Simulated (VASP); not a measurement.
Runs of VASP 6.6.1 on KF. The structure is that of space group Pm-3m (No. 221), or close to it. The cells are those of the table. 

```csv
task,cell,gap on the mesh (eV),pressure (GPa)
relaxation of the atoms,"atoms relaxed from a = 3.083 Å, angles 89.7°, 2 atoms",7.21,0.4
single point,"a = 3.083, b = 3.083, c = 3.068 Å, 2 atoms",7.24,(a)
single point,"a = 3.083 Å, 2 atoms",7.20,0.4
relaxation of the atoms,"atoms relaxed from a = 3.083 Å, angles 90.3°, 2 atoms",7.20,0.4
```

Alike in all rows: level LDA; potentials or basis VASP PAW LDA potentials, release 64 (K_sv, F); no spin polarisation; k mesh 8 × 8 × 8; cutoff (eV) 520; smearing gaussian 0.01 eV.

Fill in the values left out.

(a) 0.6.

Caveats: the relaxation stopped at its first step, so nothing moved (some runs).

A k mesh can miss the band edges.
